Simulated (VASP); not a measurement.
# Mg2CdSe3 (I4/mmm) in VASP: a series of runs

The runs below take Mg2CdSe3 through relaxation of cell and atoms, single point, with PBE.

Program: VASP 6.6.1. These are calculated values, not measurements. Logs are shortened: lines on timing, memory, paths and dates and some standing lists are left out, and cuts for length are marked.

### 1 The cell of the first run

It takes space group I4/mmm (No. 139, tetragonal). Conventional cell: a = 4.068 Å, b = 4.068 Å, c = 17.257 Å, α = 90.00°, β = 90.00°, γ = 90.00°. Mg (site symmetry 4mm) has 6 Se at 2.88 Å within 3.8 Å. Within 3.8 Å of Cd (site symmetry 4/mmm) lie 6 Se at 2.88 Å. Se (site symmetry 4/mmm) has 4 Cd at 2.88 Å and 2 Mg at 2.88 Å within 3.8 Å. Within 3.8 Å of Se (site symmetry 4mm) lie 5 Mg at 2.88 Å and 1 Cd at 2.88 Å.

### 2 Relaxation of cell and atoms, PBE

Input file INCAR:

```
SYSTEM = Mg2CdSe3
PREC = Accurate ; ENCUT = 600
EDIFF = 1E-6 ; ISMEAR = 0
SIGMA = 0.1 ; LREAL = .FALSE.
LASPH = .TRUE. ; NELM = 80
ALGO = Normal ; ISIF = 3
LWAVE = .FALSE. ; LCHARG = .FALSE.
GGA = PE ; IBRION = 2
NSW = 90 ; EDIFFG = -0.04
```

Input file KPOINTS:

```
regular mesh
0
G
  6 6 6
  0 0 0
```

Input file POSCAR:

```
Mg2CdSe3
1.0
   -2.0337953500      2.0337953500      8.6286629100
    2.0337953500     -2.0337953500      8.6286629100
    2.0337953500      2.0337953500     -8.6286629100
Mg Cd Se
2 1 3
Direct
    0.8333333300      0.8333333300      0.0000000000
    0.1666666700      0.1666666700      0.0000000000
    0.5000000000      0.5000000000      0.0000000000
    0.0000000000      0.0000000000      0.0000000000
    0.6666666700      0.6666666700      0.0000000000
    0.3333333300      0.3333333300      0.0000000000
```

Potentials or basis: VASP PAW PBE potentials, release 64 (Mg, Cd, Se).

Run with:

```bash
$ cat potpaw_PBE.64/Mg/POTCAR potpaw_PBE.64/Cd/POTCAR potpaw_PBE.64/Se/POTCAR > POTCAR
$ mpirun -np 1 vasp_std > vasp.out
```

OUTCAR:

```text
SYSTEM = Mg2CdSe3
   PREC = Accurate
   ENCUT = 600
   EDIFF = 1E-6
   ISMEAR = 0
   LREAL = .FALSE.
   LASPH = .TRUE.
   NELM = 80
   ISIF = 3
   GGA = PE
   IBRION = 2
   NSW = 90
   EDIFFG = -0.04

 ion  position               nearest neighbor table
   1  0.833  0.833  0.000-   5 2.88   6 2.88   6 2.88   6 2.88   6 2.88   4 2.88
   2  0.167  0.167  0.000-   6 2.88   5 2.88   5 2.88   5 2.88   5 2.88   4 2.88
   3  0.500  0.500  0.000-   4 2.88   4 2.88   4 2.88   4 2.88   6 2.88   5 2.88
   4  0.000  0.000  0.000-   3 2.88   3 2.88   3 2.88   3 2.88   2 2.88   1 2.88
   5  0.667  0.667  0.000-   1 2.88   2 2.88   2 2.88   2 2.88   2 2.88   3 2.88
   6  0.333  0.333  0.000-   2 2.88   1 2.88   1 2.88   1 2.88   1 2.88   3 2.88

  LATTYP: Found a body centered tetragonal cell.
 ALAT       =     4.0675907000
 C/A-ratio  =     4.2426406915

  Lattice vectors:

 A1 = (  -2.0337953500,   2.0337953500,   8.6286629100)
 A2 = (   2.0337953500,  -2.0337953500,   8.6286629100)
 A3 = (   2.0337953500,   2.0337953500,  -8.6286629100)

Analysis of symmetry for initial positions (statically):
=====================================================================
 Subroutine PRICEL returns:
 Original cell was already a primitive cell.

 Routine SETGRP: Setting up the symmetry group for a
 body centered tetragonal supercell.

 Subroutine GETGRP returns: Found 16 space group operations
 (whereof 16 operations were pure point group operations)
 out of a pool of 16 trial point group operations.

The static configuration has the point symmetry D_4h.

Analysis of symmetry for dynamics (positions and initial velocities):
=====================================================================
 Subroutine PRICEL returns:
 Original cell was already a primitive cell.

 Routine SETGRP: Setting up the symmetry group for a
 body centered tetragonal supercell.

 Subroutine GETGRP returns: Found 16 space group operations
 (whereof 16 operations were pure point group operations)
 out of a pool of 16 trial point group operations.

The dynamic configuration has the point symmetry D_4h.

 Subroutine INISYM returns: Found 16 space group operations
 (whereof 16 operations are pure point group operations),
 and found     1 'primitive' translations

----------------------------------------------------------------------------------------

                                     Primitive cell

  volume of cell :     142.7638

  direct lattice vectors                    reciprocal lattice vectors
    -2.033795350  2.033795350  8.628662910     0.000000000  0.245845778  0.057946406
     2.033795350 -2.033795350  8.628662910     0.245845778  0.000000000  0.057946406
     2.033795350  2.033795350 -8.628662910     0.245845778  0.245845778  0.000000000

  length of vectors
     9.095409318  9.095409318  9.095409318     0.252582526  0.252582526  0.347678433

  position of ions in fractional coordinates (direct lattice)
     0.833333330  0.833333330  0.000000000
     0.166666670  0.166666670  0.000000000
     0.500000000  0.500000000  0.000000000
     0.000000000  0.000000000  0.000000000
     0.666666670  0.666666670  0.000000000
     0.333333330  0.333333330  0.000000000

  ion indices of the primitive-cell ions
   primitive index   ion index
                 1           1
                 2           2
                 3           3
                 4           4
                 5           5
                 6           6

----------------------------------------------------------------------------------------

 KPOINTS: regular mesh

Automatic generation of k-mesh.
 Grid dimensions read from file:
 generate k-points for:    6    6    6

 Generating k-lattice:

  Cartesian coordinates                     Fractional coordinates (reciprocal lattice)
     0.000000000  0.040974296  0.009657734     0.166666667  0.000000000  0.000000000
     0.040974296  0.000000000  0.009657734     0.000000000  0.166666667  0.000000000
     0.040974296  0.040974296  0.000000000     0.000000000  0.000000000  0.166666667

  Length of vectors
     0.042097088  0.042097088  0.057946406

  Shift w.r.t. Gamma in fractional coordinates (k-lattice)
     0.000000000  0.000000000  0.000000000

 Subroutine IBZKPT returns following result:
 ===========================================

 Found     30 irreducible k-points:

 Following reciprocal coordinates:
            Coordinates               Weight
  0.000000  0.000000  0.000000      1.000000
  0.166667  0.000000  0.000000      8.000000
  0.333333  0.000000  0.000000      8.000000
  0.500000 -0.000000  0.000000      4.000000
  0.166667  0.166667  0.000000      8.000000
  0.333333  0.166667 -0.000000     16.000000
[... 16 lines left out ...]
 -0.333333 -0.333333  0.166667      8.000000
 -0.166667 -0.333333  0.166667      8.000000
 [... further k-points ...]
   k-points           NKPTS =     30   k-points in BZ     NKDIM =     30   number of bands    NBANDS=     21
   number of dos      NEDOS =    301   number of ions     NIONS =      6
   total plane-waves  NPLWV = 512000
   dimension x,y,z NGX =    80 NGY =   80 NGZ =   80
   dimension x,y,z NGXF=   160 NGYF=  160 NGZF=  160
   ions per type =               2   1   3
   NGX,Y,Z   is equivalent  to a cutoff of  14.62, 14.62, 14.62 a.u.
   NGXF,Y,Z  is equivalent  to a cutoff of  29.24, 29.24, 29.24 a.u.
 SYSTEM =  Mg2CdSe3
   PREC   = accura    normal or accurate (medium, high low for compatibility)
   ISTART =      0    job   : 0-new  1-cont  2-samecut
   ICHARG =      2    charge: 1-file 2-atom 10-const
   ISPIN  =      1    spin polarized calculation?
   LNONCOLLINEAR =      F non collinear calculations
   LSORBIT =      F    spin-orbit coupling
   LASPH  =      T    aspherical Exc in radial PAW
   ENCUT  =  600.0 eV  44.10 Ry    6.64 a.u.  18.17 18.17 18.17*2*pi/ulx,y,z
   NELM   =     80;   NELMIN=  2; NELMDL= -5     # of ELM steps
   EDIFF  = 0.1E-05   stopping-criterion for ELM
   LREAL  =      F    real-space projection
   EDIFFG = -.4E-01   stopping-criterion for IOM
   NSW    =     90    number of steps for IOM
   IBRION =      2    ionic relax: 0-MD 1-quasi-New 2-CG
   NFREE  =      1    steps in history (QN), initial steepest desc. (CG)
   ISIF   =      3    stress and relaxation
   ISYM   =      2    0-nonsym 1-usesym 2-fastsym
   POTIM  = 0.5000    time-step for ionic-motion
   TEBEG  =    0.0;   TEEND  =   0.0 temperature during run
   PSTRESS=    0.0 pullay stress
   NELECT =      34.0000    total number of electrons
   NUPDOWN=      -1.0000    fix difference up-down
   EMIN   =  10.00;   EMAX   =-10.00  energy-range for DOS
   EFERMI =   0.00;   METHOD = LEGACY
   ISMEAR =     0;   SIGMA  =   0.10  broadening in eV -4-tet -1-fermi 0-gaus
   EFERMI_NEDOS =   21; number of points for ismear=-14 and -15
   IALGO  =     38    algorithm
   IMIX   =      4    mixing-type and parameters
     AMIX     =   0.40;   BMIX     =  1.00
     AMIX_MAG =   1.60;   BMIX_MAG =  1.00
  volume/ion in A,a.u.               =      23.79       160.57
  Fermi-wavevector in a.u.,A,eV,Ry     =   1.014756  1.917612 14.010335  1.029731
  Thomas-Fermi vector in A             =   2.148003
   LORBIT       =      0    0 simple, 1 ext, 2 COOP (PROOUT), +10 PAW based schemes
   GGA     = PE    functional components
   LHFCALC =     F    Hartree Fock is set to
   AEXX    =    0.0000 exact exchange contribution
   IVDW    =     0    specifies the selected vdW correction
   LEPSILON=     F    determine dielectric tensor
   LRPA    =     F    only Hartree local field effects (RPA)
 conjugate gradient relaxation of ions
 non-spin polarized calculation
 Gauss-broadening in eV      SIGMA  =   0.10
  energy-cutoff  :      600.00
  volume of cell :      142.76
 maximum number of plane-waves:      4792
 NGX is ok and might be reduce to    80
   NGX = 37   NGY = 37   NGZ = 37

--------------------------------------- Ionic step        1  -------------------------------------------

 number of electron      33.9999999 magnetization

 Free energy of the ion-electron system (eV)
  ---------------------------------------------------
  ext. energy  EPLUGINS =         0.00000000
  ---------------------------------------------------
  free energy    TOTEN  =       -19.90680212 eV

  energy without entropy =      -19.90680158  energy(sigma->0) =      -19.90680185

------------------------ aborting loop because EDIFF is reached ----------------------------------------

  FORCE on cell =-STRESS in cart. coord.  units (eV):
  Direction    XX          YY          ZZ          XY          YZ          ZX
  --------------------------------------------------------------------------------------
  -------------------------------------------------------------------------------------
  Total       -3.6963506     -3.6963506     -3.5893750      0.0000000      0.0000000      0.0000000
  in kB      -41.4825789    -41.4825789    -40.2820368      0.0000000      0.0000000      0.0000000
  external PRESSURE =     -41.0823982 kB  Pullay stress =       0.0000000 kB
[... 145 lines left out ...]
  energy  without entropy=      -20.0709241895  energy(sigma->0) =      -20.07092432

--------------------------------------- Ionic step        5  -------------------------------------------

 number of electron      34.0000001 magnetization

 Free energy of the ion-electron system (eV)
  ---------------------------------------------------
  ext. energy  EPLUGINS =         0.00000000
  ---------------------------------------------------
  free energy    TOTEN  =       -20.07598160 eV

  energy without entropy =      -20.07598113  energy(sigma->0) =      -20.07598137

 E-fermi :   3.1786     XC(G=0):  -9.5777

 val. band max:        2.8706696817   @ k =   0.5000  -0.0000   0.0000
 cond. band min:       3.4573870069   @ k =   0.5000   0.5000   0.0000
 fundamental gap:      0.5867173251
 Fermi energy:         3.1785808652

 k-point     1 :       0.0000    0.0000    0.0000
  band No.  band energies     occupation
      1     -10.1170      2.00000
      2      -9.4397      2.00000
      3      -9.0623      2.00000
      4      -5.1770      2.00000
      5      -5.0791      2.00000
      6      -4.9918      2.00000
[... 550 lines left out ...]
      5      -5.1523      2.00000
      6      -5.0253      2.00000
[... 13 lines left out ...]
     20       6.7051      0.00000
     21       8.0486      0.00000

 [... further k-points ...]

------------------------ aborting loop because EDIFF is reached ----------------------------------------

  FORCE on cell =-STRESS in cart. coord.  units (eV):
  Direction    XX          YY          ZZ          XY          YZ          ZX
  --------------------------------------------------------------------------------------
  -------------------------------------------------------------------------------------
  Total        0.0719019      0.0719019     -0.0054584      0.0000000      0.0000000      0.0000000
  in kB        0.8760592      0.8760592     -0.0665053      0.0000000      0.0000000      0.0000000
  external PRESSURE =       0.5618710 kB  Pullay stress =       0.0000000 kB
[... 21 lines left out ...]
  FREE ENERGIE OF THE ION-ELECTRON SYSTEM (eV)
  ---------------------------------------------------
  free  energy   TOTEN  =       -20.0759815983 eV

  energy  without entropy=      -20.0759811326  energy(sigma->0) =      -20.07598137

 reached required accuracy - stopping structural energy minimisation
```

Run time: 27 min. Hardware: 1 thread of Intel Xeon 6975P-C (Granite Rapids), shared host; peak memory 1.1 GiB.

What came out:

```yaml
Free_energy: -20.0760 eV
Relaxed_volume: 21.92 Å³/atom
Relaxed_cell: a = 8.857 Å, b = 8.857 Å, c = 8.857 Å, α = 154.19°, β = 154.19°, γ = 36.82°
Space_group_after_relaxing_to_0.1_Å: I4/mmm (No. 139)
Energy_gained_by_relaxing: 28.2 meV/atom
Ionic_steps: 5
Pressure_after_relaxing: 0.1 GPa
Largest_force_after_relaxing: 0.005 eV/Å
Band_gap_on_the_k_mesh: 0.59 eV (least direct gap 1.23 eV)
```

Forces in eV/Å, atoms in the order of the input:
```
Mg   0.000  0.000 -0.005
Mg   0.000  0.000  0.005
Cd   0.000  0.000  0.000
Se   0.000  0.000  0.000
Se   0.000  0.000 -0.002
Se   0.000  0.000  0.002
```

Stress tensor (GPa, compression positive):
```
 0.09  0.00  0.00
 0.00  0.09  0.00
 0.00  0.00 -0.01
```

The path:
| step | energy change (eV) | largest force (eV/Å) | pressure (GPa) | volume (Å³) |
| --- | --- | --- | --- | --- |
| 1 | 0.0000 | 0.2632 | -4.11 | 142.76 |
| 2 | -0.1561 | 0.2822 | 0.60 | 130.52 |
| 3 | -0.1577 | 0.2812 | 0.10 | 131.55 |
| 4 | -0.1641 | 0.1875 | 0.08 | 131.53 |
| 5 | -0.1692 | 0.0047 | 0.06 | 131.50 |

Final structure:
```
Mg Cd Se
1.0
    -1.97781    1.97781    8.40404
     1.97781   -1.97781    8.40404
     1.97781    1.97781   -8.40404
Mg Cd Se
2 1 3
Direct
  0.83316 0.83316 0.00000
  0.16684 0.16684 0.00000
  0.50000 0.50000 0.00000
  0.00000 0.00000 0.00000
  0.66977 0.66977 0.00000
  0.33023 0.33023 0.00000
```

Caveat: semilocal functionals underestimate gaps, and a narrow one can read as zero. A k mesh can miss the band edges.

### 3 Single point, PBE

This run uses another cell than the first one, of 21.91 Å³/atom.

Input file INCAR:

```
SYSTEM = Mg2CdSe3
PREC     = Accurate       ! precision mode
ENCUT    = 520            ! plane-wave cutoff, eV
EDIFF    = 1E-7           ! SCF threshold, eV
ISMEAR   = 0              ! smearing method
SIGMA    = 0.02           ! smearing width, eV
LREAL    = .False.        ! projectors in reciprocal space
LASPH    = .True.         ! aspherical terms in the spheres
NELM     = 100            ! most SCF steps
ALGO     = Normal         ! electronic algorithm
ISIF     = 2              ! what is computed and relaxed
LWAVE    = .False.        ! write WAVECAR
LCHARG   = .False.        ! write CHGCAR
GGA      = PE             ! functional
NBANDS   = 26             ! bands
```

Input file KPOINTS:

```
regular mesh
0
Gamma
  10 10 10
  0 0 0
```

Input file POSCAR:

```
Mg2CdSe3
1.0
   -1.9776513943      1.9776513943      8.4024609342
    1.9776513943     -1.9776513943      8.4024609342
    1.9776513943      1.9776513943     -8.4024609342
Mg Cd Se
2 1 3
Direct
    0.8331073998      0.8331073998      0.0000000000
    0.1668926002      0.1668926002      0.0000000000
    0.5000000000      0.5000000000      0.0000000000
    0.0000000000      0.0000000000      0.0000000000
    0.6695686243      0.6695686243      0.0000000000
    0.3304313757      0.3304313757      0.0000000000
```

Potentials or basis: VASP PAW PBE potentials, release 64 (Mg, Cd, Se).

Run with:

```bash
$ cat potpaw_PBE.64/Mg/POTCAR potpaw_PBE.64/Cd/POTCAR potpaw_PBE.64/Se/POTCAR > POTCAR
$ mpirun -np 1 vasp_std > vasp.out
```

OUTCAR:

```text
SYSTEM = Mg2CdSe3
   PREC = Accurate
   ENCUT = 520
   EDIFF = 1E-7
   ISMEAR = 0
   LREAL = .False.
   LASPH = .True.
   NELM = 100
   ISIF = 2
   GGA = PE

 ion  position               nearest neighbor table
   1  0.833  0.833  0.000-   5 2.75   6 2.80   6 2.80   6 2.80   6 2.80   4 2.80
   2  0.167  0.167  0.000-   6 2.75   5 2.80   5 2.80   5 2.80   5 2.80   4 2.80
   3  0.500  0.500  0.000-   4 2.80   4 2.80   4 2.80   4 2.80   6 2.85   5 2.85
   4  0.000  0.000  0.000-   3 2.80   3 2.80   3 2.80   3 2.80   2 2.80   1 2.80
   5  0.670  0.670  0.000-   1 2.75   2 2.80   2 2.80   2 2.80   2 2.80   3 2.85
   6  0.330  0.330  0.000-   2 2.75   1 2.80   1 2.80   1 2.80   1 2.80   3 2.85

[... 904 lines left out ...]
  Total        0.0704654      0.0704654      0.0727177      0.0000000      0.0000000      0.0000000
  in kB        0.8588561      0.8588561      0.8863082      0.0000000      0.0000000      0.0000000
  external PRESSURE =       0.8680068 kB  Pullay stress =       0.0000000 kB

 VOLUME and BASIS-vectors are now :
 -----------------------------------------------------------------------------
  energy-cutoff  :      520.00
  volume of cell :      131.45
      direct lattice vectors                 reciprocal lattice vectors
    -1.977651394  1.977651394  8.402460934     0.000000000  0.252825145  0.059506376
     1.977651394 -1.977651394  8.402460934     0.252825145  0.000000000  0.059506376
     1.977651394  1.977651394 -8.402460934     0.252825145  0.252825145  0.000000000

 POSITION                                       TOTAL-FORCE (eV/Angst)
 -----------------------------------------------------------------------------------
      0.00000      0.00000     14.00030        -0.000000     -0.000000     -0.004175
      0.00000      0.00000      2.80462        -0.000000     -0.000000      0.004175
      0.00000      0.00000      8.40246        -0.000000     -0.000000      0.000000
      0.00000      0.00000      0.00000        -0.000000     -0.000000      0.000000
      0.00000      0.00000     11.25205         0.000000      0.000000      0.023733
      0.00000      0.00000      5.55287        -0.000000     -0.000000     -0.023733
 -----------------------------------------------------------------------------------
    total drift:                                0.000000     -0.000000      0.000000

  FREE ENERGIE OF THE ION-ELECTRON SYSTEM (eV)
  ---------------------------------------------------
  free  energy   TOTEN  =       -20.0821891218 eV

  energy  without entropy=      -20.0821891218  energy(sigma->0) =      -20.08218912
```

stdout:

```text
POSCAR found type information on POSCAR MgCdSe
 POSCAR found :  3 types and       6 ions
 scaLAPACK will be used
 LDA part: xc-table for (Slater+PW92), standard interpolation
 POSCAR, INCAR and KPOINTS ok, starting setup
 FFT: planning ... GRIDC
 FFT: planning ... GRID_SOFT
 FFT: planning ... GRID
 WAVECAR not read
 entering main loop
```

It took 23 min on 1 thread of Intel Xeon 6975P-C (Granite Rapids), shared host; peak memory 0.92 GiB.

Results:

```yaml
Free_energy: -20.0822 eV
Pressure: 0.1 GPa
Largest_force: 0.024 eV/Å
Band_gap_on_the_k_mesh: 0.59 eV (least direct gap 1.24 eV)
```

Forces on the atoms (eV/Å):
```
Mg   0.000  0.000 -0.004
Mg   0.000  0.000  0.004
Cd   0.000  0.000  0.000
Se   0.000  0.000  0.000
Se   0.000  0.000  0.024
Se   0.000  0.000 -0.024
```

Caveat: semilocal functionals underestimate gaps, and a narrow one can read as zero. A k mesh can miss the band edges.
